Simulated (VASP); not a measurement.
# Mg (Im-3m) in VASP: further runs

Mg is run at these levels: r2SCAN; tasks: single point, relaxation of cell and atoms.

Program: VASP 6.6.1. These are calculated values, not measurements. Logs are shortened: lines on timing, memory, paths and dates and some standing lists are left out, and cuts for length are marked.

### Step 1. The cell of the first run

The structure is cubic, space group Im-3m (No. 229). The conventional cell has a = 3.558 Å, b = 3.558 Å, c = 3.558 Å, α = 90.00°, β = 90.00°, γ = 90.00°. Within 4.1 Å of Mg (site symmetry m-3m) lie 14 Mg at 3.08 to 3.56 Å.

### Step 2. Single point, r2SCAN

POSCAR

```
Mg
1.0
   -1.7787714380      1.7787714380      1.7787714380
    1.7787714380     -1.7787714380      1.7787714380
    1.7787714380      1.7787714380     -1.7787714380
Mg
1
Direct
    0.0000000000      0.0000000000      0.0000000000
```

INCAR.step1

```
ALGO = Normal ; EDIFF = 1E-4
ENCUT = 520 ; GGA = PE
ISMEAR = 0 ; LASPH = T
LCHARG = F ; LREAL = F
LWAVE = T ; NBANDS = 7
NELM = 100 ; PREC = Accurate
SIGMA = 0.1
```

INCAR.step2

```
ALGO = Normal ; EDIFF = 1E-7
ENCUT = 520 ; ISIF = 2
ISMEAR = 0 ; ISTART = 1
LASPH = T ; LCHARG = F
LMIXTAU = T ; LREAL = F
LWAVE = F ; METAGGA = R2SCAN
NBANDS = 7 ; NELM = 100
PREC = Accurate ; SIGMA = 0.1
```

KPOINTS

```
k-points
0
Gamma
  16 16 16
```

Potentials or basis: VASP PAW PBE potentials, release 64 (Mg).

On the command line:

```
$ cat potpaw_PBE.64/Mg/POTCAR > POTCAR
$ cp INCAR.step1 INCAR
$ mpirun -np 1 vasp_std > vasp.out
$ cp INCAR.step2 INCAR
$ mpirun -np 1 vasp_std > vasp.out
```

OUTCAR:

```text
EDIFF = 1E-7
   ENCUT = 520
   ISIF = 2
   ISMEAR = 0
   ISTART = 1
   LASPH = T
   LREAL = F
   METAGGA = R2SCAN
   NELM = 100
   PREC = Accurate

 ion  position               nearest neighbor table
   1  0.000  0.000  0.000-

  LATTYP: Found a body centered cubic cell.
 ALAT       =     3.5575428760

  Lattice vectors:

 A1 = (  -1.7787714380,   1.7787714380,   1.7787714380)
 A2 = (   1.7787714380,  -1.7787714380,   1.7787714380)
 A3 = (   1.7787714380,   1.7787714380,  -1.7787714380)

Analysis of symmetry for initial positions (statically):
=====================================================================
 Subroutine PRICEL returns:
 Original cell was already a primitive cell.

 Routine SETGRP: Setting up the symmetry group for a
 body centered cubic supercell.

 Subroutine GETGRP returns: Found 48 space group operations
 (whereof 48 operations were pure point group operations)
 out of a pool of 48 trial point group operations.

The static configuration has the point symmetry O_h .

Analysis of symmetry for dynamics (positions and initial velocities):
=====================================================================
 Subroutine PRICEL returns:
 Original cell was already a primitive cell.

 Routine SETGRP: Setting up the symmetry group for a
 body centered cubic supercell.

 Subroutine GETGRP returns: Found 48 space group operations
 (whereof 48 operations were pure point group operations)
 out of a pool of 48 trial point group operations.

The dynamic configuration has the point symmetry O_h .

 Subroutine INISYM returns: Found 48 space group operations
 (whereof 48 operations are pure point group operations),
 and found     1 'primitive' translations

----------------------------------------------------------------------------------------

                                     Primitive cell

  volume of cell :      22.5123

  direct lattice vectors                    reciprocal lattice vectors
    -1.778771438  1.778771438  1.778771438     0.000000000  0.281092888  0.281092888
     1.778771438 -1.778771438  1.778771438     0.281092888  0.000000000  0.281092888
     1.778771438  1.778771438 -1.778771438     0.281092888  0.281092888  0.000000000

  length of vectors
     3.080922506  3.080922506  3.080922506     0.397525374  0.397525374  0.397525374

  position of ions in fractional coordinates (direct lattice)
     0.000000000  0.000000000  0.000000000

  ion indices of the primitive-cell ions
   primitive index   ion index
                 1           1

----------------------------------------------------------------------------------------

 KPOINTS: k-points

Automatic generation of k-mesh.
 Grid dimensions read from file:
 generate k-points for:   16   16   16

 Generating k-lattice:

  Cartesian coordinates                     Fractional coordinates (reciprocal lattice)
     0.000000000  0.017568305  0.017568305     0.062500000  0.000000000  0.000000000
     0.017568305  0.000000000  0.017568305     0.000000000  0.062500000  0.000000000
     0.017568305  0.017568305  0.000000000     0.000000000  0.000000000  0.062500000

  Length of vectors
     0.024845336  0.024845336  0.024845336

  Shift w.r.t. Gamma in fractional coordinates (k-lattice)
     0.000000000  0.000000000  0.000000000

 Subroutine IBZKPT returns following result:
 ===========================================

 Found    145 irreducible k-points:

 Following reciprocal coordinates:
            Coordinates               Weight
  0.000000  0.000000  0.000000      1.000000
  0.062500  0.000000  0.000000     12.000000
  0.125000  0.000000  0.000000     12.000000
  0.187500  0.000000  0.000000     12.000000
  0.250000  0.000000  0.000000     12.000000
  0.312500  0.000000  0.000000     12.000000
[... 16 lines left out ...]
  0.187500  0.187500  0.000000     24.000000
  0.250000  0.187500  0.000000     48.000000
 [... further k-points ...]
   k-points           NKPTS =    145   k-points in BZ     NKDIM =    145   number of bands    NBANDS=      7
   number of dos      NEDOS =    301   number of ions     NIONS =      1
   total plane-waves  NPLWV =  13824
   dimension x,y,z NGX =    24 NGY =   24 NGZ =   24
   dimension x,y,z NGXF=    48 NGYF=   48 NGZF=   48
   ions per type =               1
   NGX,Y,Z   is equivalent  to a cutoff of  12.95, 12.95, 12.95 a.u.
   NGXF,Y,Z  is equivalent  to a cutoff of  25.90, 25.90, 25.90 a.u.
 SYSTEM =  unknown system
   PREC   = accura    normal or accurate (medium, high low for compatibility)
   ISTART =      1    job   : 0-new  1-cont  2-samecut
   ICHARG =      0    charge: 1-file 2-atom 10-const
   ISPIN  =      1    spin polarized calculation?
   LNONCOLLINEAR =      F non collinear calculations
   LSORBIT =      F    spin-orbit coupling
   LASPH  =      T    aspherical Exc in radial PAW
   ENCUT  =  520.0 eV  38.22 Ry    6.18 a.u.   5.73  5.73  5.73*2*pi/ulx,y,z
   NELM   =    100;   NELMIN=  2; NELMDL=  0     # of ELM steps
   EDIFF  = 0.1E-06   stopping-criterion for ELM
   LREAL  =      F    real-space projection
   EDIFFG = 0.1E-05   stopping-criterion for IOM
   NSW    =      0    number of steps for IOM
   IBRION =     -1    ionic relax: 0-MD 1-quasi-New 2-CG
   NFREE  =      0    steps in history (QN), initial steepest desc. (CG)
   ISIF   =      2    stress and relaxation
   ISYM   =      2    0-nonsym 1-usesym 2-fastsym
   POTIM  = 0.5000    time-step for ionic-motion
   TEBEG  =    0.0;   TEEND  =   0.0 temperature during run
   PSTRESS=    0.0 pullay stress
   NELECT =       2.0000    total number of electrons
   NUPDOWN=      -1.0000    fix difference up-down
   EMIN   =  10.00;   EMAX   =-10.00  energy-range for DOS
   EFERMI =   0.00;   METHOD = LEGACY
   ISMEAR =     0;   SIGMA  =   0.10  broadening in eV -4-tet -1-fermi 0-gaus
   EFERMI_NEDOS =   21; number of points for ismear=-14 and -15
   IALGO  =     38    algorithm
   IMIX   =      4    mixing-type and parameters
     AMIX     =   0.40;   BMIX     =  1.00
     AMIX_MAG =   1.60;   BMIX_MAG =  1.00
  volume/ion in A,a.u.               =      22.51       151.92
  Fermi-wavevector in a.u.,A,eV,Ry     =   0.730485  1.380417  7.260184  0.533608
  Thomas-Fermi vector in A             =   1.822467
   LORBIT       =      0    0 simple, 1 ext, 2 COOP (PROOUT), +10 PAW based schemes
   METAGGA = R2SCAN    functional components
   LHFCALC =     F    Hartree Fock is set to
   AEXX    =    0.0000 exact exchange contribution
   IVDW    =     0    specifies the selected vdW correction
   LEPSILON=     F    determine dielectric tensor
   LRPA    =     F    only Hartree local field effects (RPA)
 non-spin polarized calculation
 Gauss-broadening in eV      SIGMA  =   0.10
  energy-cutoff  :      520.00
  volume of cell :       22.51
 maximum number of plane-waves:       622
   NGX = 11   NGY = 11   NGZ = 11

 number of electron       2.0000000 magnetization

 Free energy of the ion-electron system (eV)
  ---------------------------------------------------
  ext. energy  EPLUGINS =         0.00000000
  ---------------------------------------------------
  free energy    TOTEN  =        -4.12123567 eV

  energy without entropy =       -4.11913240  energy(sigma->0) =       -4.12018403

 E-fermi :   2.7855     XC(G=0):  -9.1023

 val. band max:        2.7508899145   @ k =   0.5000   0.5000   0.1875
 cond. band min:       2.7892268122   @ k =   0.3125   0.2500   0.1250
 fundamental gap:      0.0383368976
 Fermi energy:         2.7854901767

 k-point     1 :       0.0000    0.0000    0.0000
  band No.  band energies     occupation
      1      -4.7202      2.00000
      2      16.8066      0.00000
      3      16.8066      0.00000
      4      16.8067      0.00000
      5      18.9840      0.00000
      6      18.9840      0.00000
      7      19.4368      0.00000

 k-point     2 :       0.0625    0.0000    0.0000
  band No.  band energies     occupation
      1      -4.6211      2.00000
      2      15.6444      0.00000
      3      16.2811      0.00000
      4      16.3745      0.00000
      5      18.0266      0.00000
      6      18.1528      0.00000
      7      19.5634      0.00000

 k-point     3 :       0.1250    0.0000    0.0000
  band No.  band energies     occupation
      1      -4.3242      2.00000
      2      13.3855      0.00000
      3      15.3029      0.00000
      4      15.5876      0.00000
      5      16.9261      0.00000
      6      17.6597      0.00000
      7      19.7941      0.00000

 k-point     4 :       0.1875    0.0000    0.0000
  band No.  band energies     occupation
      1      -3.8314      2.00000
      2      11.0646      0.00000
      3      14.3409      0.00000
      4      14.8257      0.00000
      5      15.9762      0.00000
      6      17.1442      0.00000
      7      20.2484      0.00000

 k-point     5 :       0.2500    0.0000    0.0000
  band No.  band energies     occupation
      1      -3.1458      2.00000
      2       8.8508      0.00000
      3      13.5143      0.00000
      4      14.1777      0.00000
      5      15.1962      0.00000
      6      16.6036      0.00000
      7      20.9001      0.00000
[... 161 lines left out ...]
 k-point    22 :       0.4375    0.1250   -0.0000
  band No.  band energies     occupation
      1       1.3310      2.00000
      2       2.1859      2.00000
      3       9.1685      0.00000
      4      12.3455      0.00000
      5      15.3059      0.00000
      6      18.2324      0.00000
      7      21.8359      0.00000

 k-point    23 :       0.1875    0.1875    0.0000
  band No.  band energies     occupation
      1      -2.0786      2.00000
      2       7.9308      0.00000
      3       8.9495      0.00000
      4      13.0207      0.00000
      5      16.8293      0.00000
      6      17.9956      0.00000
      7      21.6136      0.00000

 k-point    24 :       0.2500    0.1875    0.0000
  band No.  band energies     occupation
      1      -1.1202      2.00000
      2       6.2834      0.00000
      3       8.0879      0.00000
      4      12.5233      0.00000
      5      16.7100      0.00000
      6      18.4487      0.00000
      7      21.2951      0.00000

 [... further k-points ...]
[... 5 lines left out ...]
  --------------------------------------------------------------------------------------
  -------------------------------------------------------------------------------------
  Total       -0.0381851     -0.0381851     -0.0381851      0.0000000      0.0000000      0.0000000
  in kB       -2.7175889     -2.7175889     -2.7175889      0.0000000      0.0000000      0.0000000
  external PRESSURE =      -2.7175889 kB  Pullay stress =       0.0000000 kB

 VOLUME and BASIS-vectors are now :
 -----------------------------------------------------------------------------
  energy-cutoff  :      520.00
  volume of cell :       22.51
      direct lattice vectors                 reciprocal lattice vectors
    -1.778771438  1.778771438  1.778771438     0.000000000  0.281092888  0.281092888
     1.778771438 -1.778771438  1.778771438     0.281092888  0.000000000  0.281092888
     1.778771438  1.778771438 -1.778771438     0.281092888  0.281092888  0.000000000

 POSITION                                       TOTAL-FORCE (eV/Angst)
 -----------------------------------------------------------------------------------
      0.00000      0.00000      0.00000         0.000000     -0.000000     -0.000000
 -----------------------------------------------------------------------------------
    total drift:                                0.000000      0.000000      0.000000

  FREE ENERGIE OF THE ION-ELECTRON SYSTEM (eV)
  ---------------------------------------------------
  free  energy   TOTEN  =        -4.1212356725 eV

  energy  without entropy=       -4.1191323964  energy(sigma->0) =       -4.12018403
```

It took 47 s on 1 thread of Intel Xeon Platinum 8259CL at 2.50GHz (Skylake/Cascade Lake), shared host; peak memory 0.15 GiB.

What came out:

| Item | Value |
| --- | --- |
| Free energy | -4.1212 eV |
| Pressure | -0.3 GPa |
| Band gap on the k mesh | zero (band 1 reaches 6.93 eV, above the bottom of band 2 at 1.91 eV) |

Levels at points of the mesh, in eV from the Fermi level:
```
           k point  band 1  band 2  band 3  band 4  band 5
(0.00, 0.00, 0.00)   -7.51   14.02   14.02   14.02   16.20
(0.50, 0.00, 0.00)   -1.73   -0.88    9.22   10.22   11.03
(0.50, 0.50, 0.50)    4.14    4.14    4.17    4.17    4.17
```

Caveat: the PAW data sets were made with another functional, which shifts forces and pressure a little.

(Continued in part 2 of 2.)
